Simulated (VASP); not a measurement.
# Be3Cd2S (P4/mmm) in VASP: notebook, part 2 of 2

VASP 6.6.1.

## Step 5: Single point, PBE

This run uses another cell than the first one, of 18.09 Å³/atom.

Input file INCAR:

```
PREC     = Accurate       # precision mode
ENCUT    = 520            # plane-wave cutoff, eV
EDIFF    = 1E-7           # SCF threshold, eV
ISMEAR   = 0              # smearing method
SIGMA    = 0.1            # smearing width, eV
LREAL    = F              # projectors in reciprocal space
LASPH    = T              # aspherical terms in the spheres
NELM     = 80             # most SCF steps
ALGO     = Normal         # electronic algorithm
ISIF     = 2              # what is computed and relaxed
LWAVE    = F              # write WAVECAR
LCHARG   = F              # write CHGCAR
GGA      = PE             # functional
NBANDS   = 27             # bands
```

Input file KPOINTS:

```
Automatic mesh
0
Gamma
  8 8 8
```

Input file POSCAR:

```
Be3Cd2S
1.0
    4.5071434388      0.0000000000      0.0000000000
    0.0000000000      4.5071434388      0.0000000000
    0.0000000000      0.0000000000      5.3444722255
Be Cd S
3 2 1
Direct
    0.0000000000      0.5000000000      0.5000000000
    0.5000000000      0.0000000000      0.5000000000
    0.0000000000      0.0000000000      0.5000000000
    0.5000000000      0.5000000000      0.5000000000
    0.0000000000      0.0000000000      0.0000000000
    0.5000000000      0.5000000000      0.0000000000
```

Potentials or basis: VASP PAW PBE potentials, release 64 (Be, Cd, S).

Command:

```sh
cat potpaw_PBE.64/Be/POTCAR potpaw_PBE.64/Cd/POTCAR potpaw_PBE.64/S/POTCAR > POTCAR
mpirun -np 1 vasp_std > vasp.out
```

OUTCAR:

```text
PREC = Accurate
   ENCUT = 520
   EDIFF = 1E-7
   ISMEAR = 0
   LREAL = F
   LASPH = T
   NELM = 80
   ISIF = 2
   GGA = PE

 ion  position               nearest neighbor table
   1  0.000  0.500  0.500-   3 2.25   4 2.25   3 2.25   4 2.25
   2  0.500  0.000  0.500-   3 2.25   4 2.25   4 2.25   3 2.25
   3  0.000  0.000  0.500-   1 2.25   2 2.25   1 2.25   2 2.25   5 2.67   5 2.67
   4  0.500  0.500  0.500-   1 2.25   2 2.25   2 2.25   1 2.25   6 2.67   6 2.67
   5  0.000  0.000  0.000-   3 2.67   3 2.67   6 3.19   6 3.19   6 3.19   6 3.19
   6  0.500  0.500  0.000-   4 2.67   4 2.67   5 3.19   5 3.19   5 3.19   5 3.19

  LATTYP: Found a simple tetragonal cell.
 ALAT       =     4.5071434388
 C/A-ratio  =     1.1857781537

  Lattice vectors:

 A1 = (   4.5071434388,   0.0000000000,   0.0000000000)
 A2 = (   0.0000000000,   4.5071434388,   0.0000000000)
 A3 = (   0.0000000000,   0.0000000000,   5.3444722255)

Analysis of symmetry for initial positions (statically):
=====================================================================
 Subroutine PRICEL returns:
 Original cell was already a primitive cell.

 Routine SETGRP: Setting up the symmetry group for a
 simple tetragonal supercell.

 Subroutine GETGRP returns: Found 16 space group operations
 (whereof 16 operations were pure point group operations)
 out of a pool of 16 trial point group operations.

The static configuration has the point symmetry D_4h.

Analysis of symmetry for dynamics (positions and initial velocities):
=====================================================================
 Subroutine PRICEL returns:
 Original cell was already a primitive cell.

 Routine SETGRP: Setting up the symmetry group for a
 simple tetragonal supercell.

 Subroutine GETGRP returns: Found 16 space group operations
 (whereof 16 operations were pure point group operations)
 out of a pool of 16 trial point group operations.

The dynamic configuration has the point symmetry D_4h.

 Subroutine INISYM returns: Found 16 space group operations
 (whereof 16 operations are pure point group operations),
 and found     1 'primitive' translations

----------------------------------------------------------------------------------------

                                     Primitive cell

  volume of cell :     108.5694

  direct lattice vectors                    reciprocal lattice vectors
     4.507143439  0.000000000  0.000000000     0.221870019  0.000000000  0.000000000
     0.000000000  4.507143439  0.000000000     0.000000000  0.221870019  0.000000000
     0.000000000  0.000000000  5.344472225     0.000000000  0.000000000  0.187109214

  length of vectors
     4.507143439  4.507143439  5.344472225     0.221870019  0.221870019  0.187109214

  position of ions in fractional coordinates (direct lattice)
     0.000000000  0.500000000  0.500000000
     0.500000000  0.000000000  0.500000000
     0.000000000  0.000000000  0.500000000
     0.500000000  0.500000000  0.500000000
     0.000000000  0.000000000  0.000000000
     0.500000000  0.500000000  0.000000000

  ion indices of the primitive-cell ions
   primitive index   ion index
                 1           1
                 2           2
[... 32 lines left out ...]
            Coordinates               Weight
  0.000000  0.000000  0.000000      1.000000
  0.125000  0.000000  0.000000      4.000000
  0.250000  0.000000  0.000000      4.000000
  0.375000  0.000000  0.000000      4.000000
  0.500000  0.000000  0.000000      2.000000
  0.125000  0.125000  0.000000      4.000000
[... 16 lines left out ...]
  0.375000  0.125000  0.125000     16.000000
  0.500000  0.125000  0.125000      8.000000
 [... further k-points ...]
   k-points           NKPTS =     75   k-points in BZ     NKDIM =     75   number of bands    NBANDS=     27
   number of dos      NEDOS =    301   number of ions     NIONS =      6
   total plane-waves  NPLWV =  51840
   dimension x,y,z NGX =    36 NGY =   36 NGZ =   40
   dimension x,y,z NGXF=    72 NGYF=   72 NGZF=   80
   ions per type =               3   2   1
   NGX,Y,Z   is equivalent  to a cutoff of  13.28, 13.28, 12.44 a.u.
   NGXF,Y,Z  is equivalent  to a cutoff of  26.56, 26.56, 24.88 a.u.
 SYSTEM =  unknown system
   PREC   = accura    normal or accurate (medium, high low for compatibility)
   ISTART =      0    job   : 0-new  1-cont  2-samecut
   ICHARG =      2    charge: 1-file 2-atom 10-const
   ISPIN  =      1    spin polarized calculation?
   LNONCOLLINEAR =      F non collinear calculations
   LSORBIT =      F    spin-orbit coupling
   LASPH  =      T    aspherical Exc in radial PAW
   ENCUT  =  520.0 eV  38.22 Ry    6.18 a.u.   8.38  8.38  9.94*2*pi/ulx,y,z
   NELM   =     80;   NELMIN=  2; NELMDL= -5     # of ELM steps
   EDIFF  = 0.1E-06   stopping-criterion for ELM
   LREAL  =      F    real-space projection
   EDIFFG = 0.1E-05   stopping-criterion for IOM
   NSW    =      0    number of steps for IOM
   IBRION =     -1    ionic relax: 0-MD 1-quasi-New 2-CG
   NFREE  =      0    steps in history (QN), initial steepest desc. (CG)
   ISIF   =      2    stress and relaxation
   ISYM   =      2    0-nonsym 1-usesym 2-fastsym
   POTIM  = 0.5000    time-step for ionic-motion
   TEBEG  =    0.0;   TEEND  =   0.0 temperature during run
   PSTRESS=    0.0 pullay stress
   NELECT =      36.0000    total number of electrons
   NUPDOWN=      -1.0000    fix difference up-down
   EMIN   =  10.00;   EMAX   =-10.00  energy-range for DOS
   EFERMI =   0.00;   METHOD = LEGACY
   ISMEAR =     0;   SIGMA  =   0.10  broadening in eV -4-tet -1-fermi 0-gaus
   EFERMI_NEDOS =   21; number of points for ismear=-14 and -15
   IALGO  =     38    algorithm
   IMIX   =      4    mixing-type and parameters
     AMIX     =   0.40;   BMIX     =  1.00
     AMIX_MAG =   1.60;   BMIX_MAG =  1.00
  volume/ion in A,a.u.               =      18.09       122.11
  Fermi-wavevector in a.u.,A,eV,Ry     =   1.133113  2.141273 17.469126  1.283945
  Thomas-Fermi vector in A             =   2.269815
   LORBIT       =      0    0 simple, 1 ext, 2 COOP (PROOUT), +10 PAW based schemes
   GGA     = PE    functional components
   LHFCALC =     F    Hartree Fock is set to
   AEXX    =    0.0000 exact exchange contribution
   IVDW    =     0    specifies the selected vdW correction
   LEPSILON=     F    determine dielectric tensor
   LRPA    =     F    only Hartree local field effects (RPA)
 non-spin polarized calculation
 Gauss-broadening in eV      SIGMA  =   0.10
  energy-cutoff  :      520.00
  volume of cell :      108.57
 maximum number of plane-waves:      2956
 NGX is ok and might be reduce to    36
   NGX = 17   NGY = 17   NGZ = 19

 number of electron      36.0000013 magnetization

 Free energy of the ion-electron system (eV)
  ---------------------------------------------------
  ext. energy  EPLUGINS =         0.00000000
  ---------------------------------------------------
  free energy    TOTEN  =       -12.57096112 eV

  energy without entropy =      -12.55890137  energy(sigma->0) =      -12.56493125

 E-fermi :   2.4707     XC(G=0):  -9.6328

 val. band max:        2.4694786304   @ k =   0.0000   0.0000   0.1250
 cond. band min:       2.4762165487   @ k =   0.5000   0.1250   0.1250
 fundamental gap:      0.0067379183
 Fermi energy:         2.4707281337

 k-point     1 :       0.0000    0.0000    0.0000
  band No.  band energies     occupation
      1      -9.7485      2.00000
      2      -7.2228      2.00000
      3      -6.8019      2.00000
      4      -6.6810      2.00000
      5      -6.4929      2.00000
      6      -6.4929      2.00000
[... 709 lines left out ...]
     26       8.3656      0.00000
     27      10.0098      0.00000

 [... further k-points ...]

------------------------ aborting loop because EDIFF is reached ----------------------------------------

  FORCE on cell =-STRESS in cart. coord.  units (eV):
  Direction    XX          YY          ZZ          XY          YZ          ZX
  --------------------------------------------------------------------------------------
  -------------------------------------------------------------------------------------
  Total        0.1211274      0.1211274      0.1589122      0.0000000      0.0000000      0.0000000
  in kB        1.7874972      1.7874972      2.3450935      0.0000000      0.0000000      0.0000000
  external PRESSURE =       1.9733626 kB  Pullay stress =       0.0000000 kB

 VOLUME and BASIS-vectors are now :
 -----------------------------------------------------------------------------
  energy-cutoff  :      520.00
  volume of cell :      108.57
      direct lattice vectors                 reciprocal lattice vectors
     4.507143439  0.000000000  0.000000000     0.221870019  0.000000000  0.000000000
     0.000000000  4.507143439  0.000000000     0.000000000  0.221870019  0.000000000
     0.000000000  0.000000000  5.344472225     0.000000000  0.000000000  0.187109214

 POSITION                                       TOTAL-FORCE (eV/Angst)
 -----------------------------------------------------------------------------------
      0.00000      2.25357      2.67224         0.000000      0.000000      0.000000
      2.25357      0.00000      2.67224         0.000000      0.000000      0.000000
      0.00000      0.00000      2.67224         0.000000      0.000000      0.000000
      2.25357      2.25357      2.67224         0.000000      0.000000      0.000000
      0.00000      0.00000      0.00000         0.000000      0.000000      0.000000
      2.25357      2.25357      0.00000         0.000000      0.000000      0.000000
 -----------------------------------------------------------------------------------
    total drift:                                0.000000      0.000000      0.000000

  FREE ENERGIE OF THE ION-ELECTRON SYSTEM (eV)
  ---------------------------------------------------
  free  energy   TOTEN  =       -12.5709611178 eV

  energy  without entropy=      -12.5589013728  energy(sigma->0) =      -12.56493125
```

Run time: 4.2 min. Hardware: 1 thread of Intel Xeon 8259CL, shared host; peak memory 0.34 GiB.

Results:

```yaml
Free_energy: -12.5710 eV
Pressure: 0.2 GPa
Band_gap_on_the_k_mesh: zero (bands 18 and 19 overlap by 1.10 eV)
```

## Step 6: Relaxation of cell and atoms, PBE

This run uses another cell than the first one, of 18.18 Å³/atom.

Input file INCAR:

```
SYSTEM = Be3Cd2S
PREC = Accurate
ENCUT = 600
EDIFF = 1E-6
ISMEAR = 0
SIGMA = 0.1
LREAL = .False.
LASPH = .True.
NELM = 80
ALGO = Normal
ISIF = 3
LWAVE = .False.
LCHARG = .False.
GGA = PE
IBRION = 2
NSW = 100
EDIFFG = -0.01
```

Input file KPOINTS:

```
Automatic mesh
0
Gamma
  8 8 8
  0 0 0
```

POSCAR, as its differences from that of step 5:

```diff
@@ -2,5 +2,5 @@
 1.0
-    4.5071434388      0.0000000000      0.0000000000
-    0.0000000000      4.5071434388      0.0000000000
-    0.0000000000      0.0000000000      5.3444722255
+    4.4880435745      0.0000000000      0.0000000000
+    0.0000000000      4.4880435745      0.0000000000
+    0.0000000000      0.0000000000      5.4153563852
 Be Cd S
```

Potentials or basis: VASP PAW PBE potentials, release 64 (Be, Cd, S).

Command:

```sh
cat potpaw_PBE.64/Be/POTCAR potpaw_PBE.64/Cd/POTCAR potpaw_PBE.64/S/POTCAR > POTCAR
mpirun -np 1 vasp_std > vasp.out
```

Wall time 9.3 min (1 thread of Intel Xeon 8259CL, shared host); peak memory 0.41 GiB.

Results (log left out):

* Free energy: -12.5707 eV
* Relaxed volume: 18.16 Å³/atom
* Relaxed cell: a = 4.513 Å, b = 4.513 Å, c = 5.351 Å, α = 90.00°, β = 90.00°, γ = 90.00°
* Space group after relaxing (to 0.1 Å): P4/mmm (No. 123)
* Energy gained by relaxing: 0.6 meV/atom
* Ionic steps: 3
* Pressure after relaxing: 0.0 GPa
* Band gap on the k mesh: zero (bands 18 and 19 overlap by 1.10 eV)

The path:
```tsv
step	energy change (eV)	largest force (eV/Å)	pressure (GPa)	volume (Å³)
1	0.0000	0.0000	-0.02	109.08
2	-0.0022	0.0000	-0.02	109.05
3	-0.0039	0.0000	-0.03	108.97
```

Final structure:
```xyz
6
Lattice="4.5125 0.0000 0.0000 0.0000 4.5125 0.0000 0.0000 0.0000 5.3513" Properties=species:S:1:pos:R:3 pbc="T T T"
Be    0.0000    2.2563    2.6756
Be    2.2563    0.0000    2.6756
Be    0.0000    0.0000    2.6756
Cd    2.2563    2.2563    2.6756
Cd    0.0000    0.0000    0.0000
S     2.2563    2.2563    0.0000
```

Levels at points of the mesh, in eV from the Fermi level:
| k point | band 14 | band 15 | band 16 | band 17 | band 18 | band 19 | band 20 | band 21 | band 22 |
| --- | --- | --- | --- | --- | --- | --- | --- | --- | --- |
| (0.00, 0.00, 0.00) | -2.83 | -2.83 | -1.43 | -0.69 | -0.69 | 0.19 | 1.54 | 3.00 | 3.13 |
| (0.50, 0.00, 0.00) | -3.22 | -1.90 | -1.70 | -0.48 | -0.32 | 0.85 | 0.92 | 1.56 | 3.09 |
| (0.50, 0.50, 0.00) | -4.01 | -3.63 | -2.97 | -1.34 | -1.34 | 0.56 | 1.01 | 2.36 | 2.36 |
| (0.00, 0.00, 0.50) | -1.96 | -1.96 | -1.62 | -1.62 | -1.32 | 1.82 | 2.29 | 2.72 | 3.07 |
| (0.50, 0.00, 0.50) | -4.15 | -1.10 | -0.16 | -0.03 | 0.00 | 0.63 | 0.68 | 1.69 | 3.29 |
| (0.50, 0.50, 0.50) | -3.56 | -3.53 | -2.77 | -2.77 | -2.23 | 1.11 | 3.30 | 3.30 | 4.94 |

## Step 7: The runs side by side

| task | cell | k mesh | cutoff (eV) | gap on the mesh (eV) | pressure (GPa) | relaxed volume (Å³/atom) |
| --- | --- | --- | --- | --- | --- | --- |
| single point | a = 5.068, b = 5.068, c = 3.743 Å, 6 atoms | 4 × 4 × 4 | 520 | none | 45.9 | - |
| single point | a = 4.488, b = 4.488, c = 5.415 Å, 6 atoms | 4 × 4 × 4 | 520 | none | 0.2 | - |
| relaxation of cell and atoms | relaxed from a = 5.068, b = 5.068, c = 3.743 Å, 6 atoms | 4 × 4 × 4 | 600 | none | -0.1 | 18.24 |
| single point | a = 4.507, b = 4.507, c = 5.344 Å, 6 atoms | 8 × 8 × 8 | 520 | none | 0.2 | - |
| relaxation of cell and atoms | relaxed from a = 4.488, b = 4.488, c = 5.415 Å, 6 atoms | 8 × 8 × 8 | 600 | none | 0.0 | 18.16 |

Alike in all rows: level PBE; potentials or basis VASP PAW PBE potentials, release 64 (Be, Cd, S); no spin polarisation; smearing gaussian 0.1 eV.

Caveats: some runs use coarse meshes; a cell axis changed by over 15 % at a fixed basis, so the end point is rough (at least some runs).

Total energies depend on the potentials used, so only differences within one code and one set of settings carry meaning.
